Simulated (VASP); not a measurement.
# Pt3Pb in VASP: notebook

Pt3Pb is run at these levels: LDA; tasks: single point.

Everything below comes from runs of VASP 6.6.1. Logs are shortened: lines on timing, memory, paths and dates and some standing lists are left out, and cuts for length are marked.

### 1 The cell of the first run

The structure is cubic, space group Pm-3m (No. 221). Conventional cell: a = 4.031 Å, b = 4.031 Å, c = 4.031 Å, α = 90.00°, β = 90.00°, γ = 90.00°. Within 3.8 Å of Pt (site symmetry 4/mmm) lie 8 Pt at 2.85 Å and 4 Pb at 2.85 Å. Within 3.8 Å of Pb (site symmetry m-3m) lie 12 Pt at 2.85 Å.

### 2 Single point, LDA (volume scaled by 0.98)

Contents of INCAR:

```
  PREC = Accurate
  ENCUT = 520
  EDIFF = 1E-6
  ISMEAR = -1
  SIGMA = 0.03
  LREAL = F
  LASPH = T
  NELM = 80
  ALGO = Normal
  ISIF = 2
  LWAVE = F
  LCHARG = F
  NBANDS = 30
```

Contents of KPOINTS:

```
Automatic mesh
0
Gamma
  9 9 9
```

Contents of POSCAR:

```
Pt3Pb
1.0
    4.0307642800      0.0000000000      0.0000000000
    0.0000000000      4.0307642800      0.0000000000
    0.0000000000      0.0000000000      4.0307642800
Pt Pb
3 1
Direct
    0.0000000000      0.5000000000      0.5000000000
    0.5000000000      0.0000000000      0.5000000000
    0.5000000000      0.5000000000      0.0000000000
    0.0000000000      0.0000000000      0.0000000000
```

Potentials or basis: VASP PAW LDA potentials, release 64 (Pt, Pb_d).

Run with:

```sh
cat potpaw_LDA.64/Pt/POTCAR potpaw_LDA.64/Pb_d/POTCAR > POTCAR
mpirun -np 1 vasp_std > vasp.out
```

OUTCAR:

```text
PREC = Accurate
   ENCUT = 520
   EDIFF = 1E-6
   ISMEAR = -1
   LREAL = F
   LASPH = T
   NELM = 80
   ISIF = 2

 ion  position               nearest neighbor table
   1  0.000  0.500  0.500-   2 2.85   3 2.85   4 2.85   3 2.85   4 2.85   2 2.85   4 2.85   4 2.85
                             2 2.85   3 2.85   3 2.85   2 2.85
   2  0.500  0.000  0.500-   1 2.85   3 2.85   4 2.85   3 2.85   4 2.85   1 2.85   3 2.85   3 2.85
                             1 2.85   4 2.85   4 2.85   1 2.85
   3  0.500  0.500  0.000-   1 2.85   2 2.85   4 2.85   1 2.85   2 2.85   2 2.85   4 2.85   2 2.85
                             1 2.85   4 2.85   1 2.85   4 2.85
   4  0.000  0.000  0.000-   1 2.85   2 2.85   3 2.85   1 2.85   2 2.85   1 2.85   3 2.85   1 2.85
                             2 2.85   3 2.85   2 2.85   3 2.85

  LATTYP: Found a simple cubic cell.
 ALAT       =     4.0307642800

  Lattice vectors:

 A1 = (   4.0307642800,   0.0000000000,   0.0000000000)
 A2 = (   0.0000000000,   4.0307642800,   0.0000000000)
 A3 = (   0.0000000000,   0.0000000000,   4.0307642800)

Analysis of symmetry for initial positions (statically):
=====================================================================
 Subroutine PRICEL returns:
 Original cell was already a primitive cell.

 Routine SETGRP: Setting up the symmetry group for a
 simple cubic supercell.

 Subroutine GETGRP returns: Found 48 space group operations
 (whereof 48 operations were pure point group operations)
 out of a pool of 48 trial point group operations.

The static configuration has the point symmetry O_h .

Analysis of symmetry for dynamics (positions and initial velocities):
=====================================================================
 Subroutine PRICEL returns:
 Original cell was already a primitive cell.

 Routine SETGRP: Setting up the symmetry group for a
 simple cubic supercell.

 Subroutine GETGRP returns: Found 48 space group operations
 (whereof 48 operations were pure point group operations)
 out of a pool of 48 trial point group operations.

The dynamic configuration has the point symmetry O_h .

 Subroutine INISYM returns: Found 48 space group operations
 (whereof 48 operations are pure point group operations),
 and found     1 'primitive' translations

----------------------------------------------------------------------------------------

                                     Primitive cell

  volume of cell :      65.4881

  direct lattice vectors                    reciprocal lattice vectors
     4.030764280  0.000000000  0.000000000     0.248091908  0.000000000  0.000000000
     0.000000000  4.030764280  0.000000000     0.000000000  0.248091908  0.000000000
     0.000000000  0.000000000  4.030764280     0.000000000  0.000000000  0.248091908

  length of vectors
     4.030764280  4.030764280  4.030764280     0.248091908  0.248091908  0.248091908

  position of ions in fractional coordinates (direct lattice)
     0.000000000  0.500000000  0.500000000
     0.500000000  0.000000000  0.500000000
     0.500000000  0.500000000  0.000000000
     0.000000000  0.000000000  0.000000000

  ion indices of the primitive-cell ions
   primitive index   ion index
                 1           1
                 2           2
                 3           3
                 4           4

----------------------------------------------------------------------------------------

 KPOINTS: Automatic mesh

Automatic generation of k-mesh.
 Grid dimensions read from file:
 generate k-points for:    9    9    9

 Generating k-lattice:

  Cartesian coordinates                     Fractional coordinates (reciprocal lattice)
     0.027565768  0.000000000  0.000000000     0.111111111  0.000000000  0.000000000
     0.000000000  0.027565768  0.000000000     0.000000000  0.111111111  0.000000000
     0.000000000  0.000000000  0.027565768     0.000000000  0.000000000  0.111111111

  Length of vectors
     0.027565768  0.027565768  0.027565768

  Shift w.r.t. Gamma in fractional coordinates (k-lattice)
     0.000000000  0.000000000  0.000000000

 Subroutine IBZKPT returns following result:
 ===========================================

 Found     35 irreducible k-points:

 Following reciprocal coordinates:
            Coordinates               Weight
  0.000000  0.000000  0.000000      1.000000
  0.111111  0.000000  0.000000      6.000000
  0.222222  0.000000  0.000000      6.000000
  0.333333  0.000000  0.000000      6.000000
  0.444444  0.000000  0.000000      6.000000
  0.111111  0.111111  0.000000     12.000000
[... 16 lines left out ...]
  0.333333  0.333333  0.111111     24.000000
  0.444444  0.333333  0.111111     48.000000
 [... further k-points ...]
   k-points           NKPTS =     35   k-points in BZ     NKDIM =     35   number of bands    NBANDS=     30
   number of dos      NEDOS =    301   number of ions     NIONS =      4
   total plane-waves  NPLWV =  27000
   dimension x,y,z NGX =    30 NGY =   30 NGZ =   30
   dimension x,y,z NGXF=    60 NGYF=   60 NGZF=   60
   ions per type =               3   1
   NGX,Y,Z   is equivalent  to a cutoff of  12.37, 12.37, 12.37 a.u.
   NGXF,Y,Z  is equivalent  to a cutoff of  24.75, 24.75, 24.75 a.u.
 SYSTEM =  unknown system
   PREC   = accura    normal or accurate (medium, high low for compatibility)
   ISTART =      0    job   : 0-new  1-cont  2-samecut
   ICHARG =      2    charge: 1-file 2-atom 10-const
   ISPIN  =      1    spin polarized calculation?
   LNONCOLLINEAR =      F non collinear calculations
   LSORBIT =      F    spin-orbit coupling
   LASPH  =      T    aspherical Exc in radial PAW
   ENCUT  =  520.0 eV  38.22 Ry    6.18 a.u.   7.49  7.49  7.49*2*pi/ulx,y,z
   NELM   =     80;   NELMIN=  2; NELMDL= -5     # of ELM steps
   EDIFF  = 0.1E-05   stopping-criterion for ELM
   LREAL  =      F    real-space projection
   EDIFFG = 0.1E-04   stopping-criterion for IOM
   NSW    =      0    number of steps for IOM
   IBRION =     -1    ionic relax: 0-MD 1-quasi-New 2-CG
   NFREE  =      0    steps in history (QN), initial steepest desc. (CG)
   ISIF   =      2    stress and relaxation
   ISYM   =      2    0-nonsym 1-usesym 2-fastsym
   POTIM  = 0.5000    time-step for ionic-motion
   TEBEG  =    0.0;   TEEND  =   0.0 temperature during run
   PSTRESS=    0.0 pullay stress
   NELECT =      44.0000    total number of electrons
   NUPDOWN=      -1.0000    fix difference up-down
   EMIN   =  10.00;   EMAX   =-10.00  energy-range for DOS
   EFERMI =   0.00;   METHOD = LEGACY
   ISMEAR =    -1;   SIGMA  =   0.03  broadening in eV -4-tet -1-fermi 0-gaus
   EFERMI_NEDOS =   21; number of points for ismear=-14 and -15
   IALGO  =     38    algorithm
   IMIX   =      4    mixing-type and parameters
     AMIX     =   0.40;   BMIX     =  1.00
     AMIX_MAG =   1.60;   BMIX_MAG =  1.00
  volume/ion in A,a.u.               =      16.37       110.48
  Fermi-wavevector in a.u.,A,eV,Ry     =   1.433854  2.709592 27.972732  2.055938
  Thomas-Fermi vector in A             =   2.553327
   LORBIT       =      0    0 simple, 1 ext, 2 COOP (PROOUT), +10 PAW based schemes
   GGA     = CA    functional components
   LHFCALC =     F    Hartree Fock is set to
   AEXX    =    0.0000 exact exchange contribution
   IVDW    =     0    specifies the selected vdW correction
   LEPSILON=     F    determine dielectric tensor
   LRPA    =     F    only Hartree local field effects (RPA)
 non-spin polarized calculation
  energy-cutoff  :      520.00
  volume of cell :       65.49
 maximum number of plane-waves:      1791
 NGX is ok and might be reduce to    30
   NGX = 15   NGY = 15   NGZ = 15

 number of electron      44.0000011 magnetization

 Free energy of the ion-electron system (eV)
  ---------------------------------------------------
  ext. energy  EPLUGINS =         0.00000000
  ---------------------------------------------------
  free energy    TOTEN  =       -27.12923095 eV

  energy without entropy =      -27.12668334  energy(sigma->0) =      -27.12795715

 E-fermi :  11.5899     XC(G=0): -13.3324

 val. band max:       11.5156386927   @ k =   0.1111   0.1111   0.0000
 cond. band min:      11.6054176926   @ k =   0.4444   0.4444   0.3333
 fundamental gap:      0.0897789999
 Fermi energy:        11.5899107461

 k-point     1 :       0.0000    0.0000    0.0000
  band No.  band energies     occupation
      1      -5.8465      2.00000
      2      -5.8465      2.00000
      3      -5.7870      2.00000
      4      -5.7870      2.00000
      5      -5.7870      2.00000
      6      -1.1041      2.00000
[... 22 lines left out ...]
     29      19.4304      0.00000
     30      19.4304      0.00000

 k-point     2 :       0.1111    0.0000    0.0000
  band No.  band energies     occupation
      1      -5.8402      2.00000
      2      -5.8314      2.00000
      3      -5.7856      2.00000
      4      -5.7814      2.00000
      5      -5.7814      2.00000
      6      -0.9719      2.00000
[... 22 lines left out ...]
     29      19.5177      0.00000
     30      20.0787      0.00000

 k-point     3 :       0.2222    0.0000    0.0000
  band No.  band energies     occupation
      1      -5.8245      2.00000
      2      -5.7931      2.00000
      3      -5.7822      2.00000
      4      -5.7671      2.00000
      5      -5.7671      2.00000
      6      -0.5868      2.00000
[... 22 lines left out ...]
     29      19.2915      0.00000
     30      20.1773      0.00000

 k-point     4 :       0.3333    0.0000    0.0000
  band No.  band energies     occupation
      1      -5.8066      2.00000
      2      -5.7784      2.00000
      3      -5.7508      2.00000
      4      -5.7508      2.00000
      5      -5.7496      2.00000
      6      -0.0019      2.00000
[... 616 lines left out ...]
     29      20.8908      0.00000
     30      21.5117      0.00000

 k-point    23 :       0.3333    0.3333    0.1111
  band No.  band energies     occupation
      1      -5.7976      2.00000
      2      -5.7604      2.00000
      3      -5.7589      2.00000
      4      -5.7426      2.00000
      5      -5.6843      2.00000
      6       0.8745      2.00000
[... 22 lines left out ...]
     29      21.6463      0.00000
     30      21.7929      0.00000

 k-point    24 :       0.4444    0.3333    0.1111
  band No.  band energies     occupation
      1      -5.8054      2.00000
      2      -5.7585      2.00000
      3      -5.7518      2.00000
      4      -5.7416      2.00000
      5      -5.6632      2.00000
      6       1.1941      2.00000
[... 22 lines left out ...]
     29      20.8682      0.00000
     30      21.4826      0.00000

 [... further k-points ...]
[... 5 lines left out ...]
  --------------------------------------------------------------------------------------
  -------------------------------------------------------------------------------------
  Total        0.8946059      0.8946059      0.8946059      0.0000000     -0.0000000      0.0000000
  in kB       21.8866924     21.8866924     21.8866924      0.0000000     -0.0000000      0.0000000
  external PRESSURE =      21.8866924 kB  Pullay stress =       0.0000000 kB

 VOLUME and BASIS-vectors are now :
 -----------------------------------------------------------------------------
  energy-cutoff  :      520.00
  volume of cell :       65.49
      direct lattice vectors                 reciprocal lattice vectors
     4.030764280  0.000000000  0.000000000     0.248091908  0.000000000  0.000000000
     0.000000000  4.030764280  0.000000000     0.000000000  0.248091908  0.000000000
     0.000000000  0.000000000  4.030764280     0.000000000  0.000000000  0.248091908

 POSITION                                       TOTAL-FORCE (eV/Angst)
 -----------------------------------------------------------------------------------
      0.00000      2.01538      2.01538         0.000000      0.000000      0.000000
      2.01538      0.00000      2.01538         0.000000      0.000000      0.000000
      2.01538      2.01538      0.00000         0.000000      0.000000      0.000000
      0.00000      0.00000      0.00000         0.000000      0.000000      0.000000
 -----------------------------------------------------------------------------------
    total drift:                                0.000000      0.000000     -0.000000

  FREE ENERGIE OF THE ION-ELECTRON SYSTEM (eV)
  ---------------------------------------------------
  free  energy   TOTEN  =       -27.1292309549 eV

  energy  without entropy=      -27.1266833352  energy(sigma->0) =      -27.12795715
```

It took 49 s on 1 thread of Intel Xeon 6975P-C, shared host; peak memory 0.19 GiB.

Results:

| Quantity | Value |
| --- | --- |
| Free energy | -27.1292 eV |
| Pressure | 2.2 GPa |
| Band gap on the k mesh | zero (band 22 reaches 11.68 eV, above the bottom of band 23 at 11.30 eV) |

Levels at points of the mesh, in eV from the Fermi level:
| k point | band 19 | band 20 | band 21 | band 22 | band 23 | band 24 | band 25 | band 26 |
| --- | --- | --- | --- | --- | --- | --- | --- | --- |
| (0.00, 0.00, 0.00) | -1.11 | -1.11 | -0.44 | 0.09 | 0.09 | 0.09 | 1.68 | 6.28 |

Caveat: spin-orbit coupling is left out, which moves the levels of the heavy elements.

### 3 Single point, LDA (volume scaled by 1.01)

Contents of INCAR:

```
  PREC = Accurate
  ENCUT = 520
  EDIFF = 1E-7
  ISMEAR = -1
  SIGMA = 0.03
  LREAL = F
  LASPH = T
  NELM = 100
  ALGO = Normal
  ISIF = 2
  LWAVE = F
  LCHARG = F
  NBANDS = 30
```

Contents of KPOINTS:

```
regular mesh
0
Gamma
  9 9 9
```

Contents of POSCAR:

```
Pt3Pb
1.0
    4.0714818266      0.0000000000      0.0000000000
    0.0000000000      4.0714818266      0.0000000000
    0.0000000000      0.0000000000      4.0714818266
Pt Pb
3 1
Direct
    0.0000000000      0.5000000000      0.5000000000
    0.5000000000      0.0000000000      0.5000000000
    0.5000000000      0.5000000000      0.0000000000
    0.0000000000      0.0000000000      0.0000000000
```

Potentials or basis: VASP PAW LDA potentials, release 64 (Pt, Pb_d).

Run with:

```sh
cat potpaw_LDA.64/Pt/POTCAR potpaw_LDA.64/Pb_d/POTCAR > POTCAR
mpirun -np 1 vasp_std > vasp.out
```

Run time: 48 s. Hardware: 1 thread of Intel Xeon 6975P-C, shared host; peak memory 0.19 GiB.

The run converged. Its results:

```
Free energy            : -27.1167 eV
Pressure               : -4.3 GPa
Band gap on the k mesh : zero (band 22 reaches 11.10 eV, above the bottom of band 23 at 10.74 eV)
```

Levels at points of the mesh, in eV from the Fermi level:
```csv
k point,band 20,band 21,band 22,band 23,band 24,band 25
"(0.00, 0.00, 0.00)",-1.00,-0.43,0.07,0.07,0.07,1.48
```

Caveat: spin-orbit coupling is left out, which moves the levels of the heavy elements.

### 4 Single point, LDA (volume scaled by 1.04)

Contents of INCAR:

```
PREC = Accurate
ENCUT = 520
EDIFF = 1E-7
ISMEAR = -1
SIGMA = 0.03
LREAL = F
LASPH = T
NELM = 60
ALGO = Normal
ISIF = 2
LWAVE = F
LCHARG = F
NBANDS = 30
```

KPOINTS is that of step 3.

Contents of POSCAR:

```
Pt3Pb
1.0
    4.1114008607      0.0000000000      0.0000000000
    0.0000000000      4.1114008607      0.0000000000
    0.0000000000      0.0000000000      4.1114008607
Pt Pb
3 1
Direct
    0.0000000000      0.5000000000      0.5000000000
    0.5000000000      0.0000000000      0.5000000000
    0.5000000000      0.5000000000      0.0000000000
    0.0000000000      0.0000000000      0.0000000000
```

Run with:

```sh
cat potpaw_LDA.64/Pt/POTCAR potpaw_LDA.64/Pb_d/POTCAR > POTCAR
mpirun -np 1 vasp_std > vasp.out
```

Run time: 40 s. Hardware: 1 thread of Intel Xeon 6975P-C, shared host; peak memory 0.2 GiB.

It converged, with:

| Item | Value |
| --- | --- |
| Free energy | -27.0308 eV |
| Pressure | -9.5 GPa |
| Band gap on the k mesh | zero (band 22 reaches 10.56 eV, above the bottom of band 23 at 10.22 eV) |

Levels at points of the mesh, in eV from the Fermi level:
```tsv
k point	band 20	band 21	band 22	band 23	band 24	band 25
(0.00, 0.00, 0.00)	-0.89	-0.41	0.06	0.06	0.06	1.29
```

Caveat: spin-orbit coupling is left out, which moves the levels of the heavy elements.

### 5 Single point, LDA (equal xx and yy strain of -1 %)

Contents of INCAR:

```
SYSTEM = Pt3Pb
PREC = Accurate
ENCUT = 520
EDIFF = 1E-7
ISMEAR = -1
SIGMA = 0.03
LREAL = .FALSE.
LASPH = .TRUE.
NELM = 60
ALGO = Normal
ISIF = 2
LWAVE = .FALSE.
LCHARG = .TRUE.
LELF = .TRUE.
LVHAR = .TRUE.
NBANDS = 30
```

Contents of KPOINTS:

```
Automatic mesh
0
G
  9 9 9
  0 0 0
```

Contents of POSCAR:

```
Pt3Pb
1.0
    4.0174200000      0.0000000000      0.0000000000
    0.0000000000      4.0174200000      0.0000000000
    0.0000000000      0.0000000000      4.0580000000
Pt Pb
3 1
Direct
    0.0000000000      0.5000000000      0.5000000000
    0.5000000000      0.0000000000      0.5000000000
    0.5000000000      0.5000000000      0.0000000000
    0.0000000000      0.0000000000      0.0000000000
```

Run with:

```sh
cat potpaw_LDA.64/Pt/POTCAR potpaw_LDA.64/Pb_d/POTCAR > POTCAR
mpirun -np 1 vasp_std > vasp.out
```

It took 1.9 min on 1 thread of Intel Xeon Platinum 8488C (Sapphire Rapids), shared host; peak memory 0.24 GiB.

Results (log left out):

```yaml
Free_energy: -27.1279 eV
Pressure: 2.2 GPa
Band_gap_on_the_k_mesh: zero (band 22 reaches 11.74 eV, above the bottom of band 23 at 11.29 eV)
```

Stress tensor (GPa, compression positive):
```
2.52 0.00 0.00
0.00 2.52 0.00
0.00 0.00 1.48
```

Levels at points of the mesh, in eV from the Fermi level:
```csv
k point,band 19,band 20,band 21,band 22,band 23,band 24,band 25,band 26
"(0.00, 0.00, 0.00)",-1.05,-1.05,-0.44,0.06,0.06,0.15,1.69,6.18
```

Caveat: the cell differs from its parent crystal (equal xx and yy strain of -1 %); spin-orbit coupling is left out, which moves the levels of the heavy elements.

### 6 Single point, LDA (equal xx and yy strain of +2 %)

Contents of INCAR:

```
SYSTEM = Pt3Pb
  ALGO = Normal
  EDIFF = 1E-6
  ENCUT = 520
  ISIF = 2
  ISMEAR = -1
  LASPH = .TRUE.
  LCHARG = .FALSE.
  LREAL = .FALSE.
  LWAVE = .FALSE.
  NBANDS = 30
  NELM = 100
  PREC = Accurate
  SIGMA = 0.03
```

Contents of KPOINTS:

```
k-points
0
G
  9 9 9
  0 0 0
```

POSCAR: that of step 5 with these lines changed.

```diff
@@ -2,4 +2,4 @@
 1.0
-    4.0174200000      0.0000000000      0.0000000000
-    0.0000000000      4.0174200000      0.0000000000
+    4.1391600000      0.0000000000      0.0000000000
+    0.0000000000      4.1391600000      0.0000000000
     0.0000000000      0.0000000000      4.0580000000
```

Potentials or basis: VASP PAW LDA potentials, release 64 (Pt, Pb_d).

Run with:

```sh
cat potpaw_LDA.64/Pt/POTCAR potpaw_LDA.64/Pb_d/POTCAR > POTCAR
mpirun -np 1 vasp_std > vasp.out
```

Run time: 1.8 min. Hardware: 1 thread of Intel Xeon Platinum 8488C (Sapphire Rapids), shared host; peak memory 0.25 GiB.

Results (log left out):

```
Free energy            : -27.0253 eV
Pressure               : -9.6 GPa
Band gap on the k mesh : zero (band 22 reaches 10.60 eV, above the bottom of band 23 at 10.19 eV)
```

Stress tensor (GPa, compression positive):
```
-10.03   0.00   0.00
  0.00 -10.03   0.00
  0.00   0.00  -8.69
```

Levels at points of the mesh, in eV from the Fermi level:
| k point | band 20 | band 21 | band 22 | band 23 | band 24 | band 25 |
| --- | --- | --- | --- | --- | --- | --- |
| (0.00, 0.00, 0.00) | -0.68 | -0.40 | -0.02 | 0.12 | 0.12 | 1.30 |

Caveat: the cell differs from its parent crystal (equal xx and yy strain of +2 %); spin-orbit coupling is left out, which moves the levels of the heavy elements.

### 7 Summary

```tsv
cell	gap on the mesh (eV)	pressure (GPa)
a = 4.031 Å, 4 atoms	none	2.2
a = 4.071 Å, 4 atoms	none	-4.3
a = 4.111 Å, 4 atoms	none	-9.5
a = 4.017, b = 4.017, c = 4.058 Å, 4 atoms	none	2.2
a = 4.139, b = 4.139, c = 4.058 Å, 4 atoms	none	-9.6
```

Alike in all rows: task single point; level LDA; potentials or basis VASP PAW LDA potentials, release 64 (Pt, Pb_d); no spin polarisation; k mesh 9 × 9 × 9; cutoff (eV) 520; smearing fermi-dirac 0.03 eV.

Caveats: spin-orbit coupling is left out, which moves the levels of the heavy elements.

Absolute energies hang on the potentials; compare differences alone.
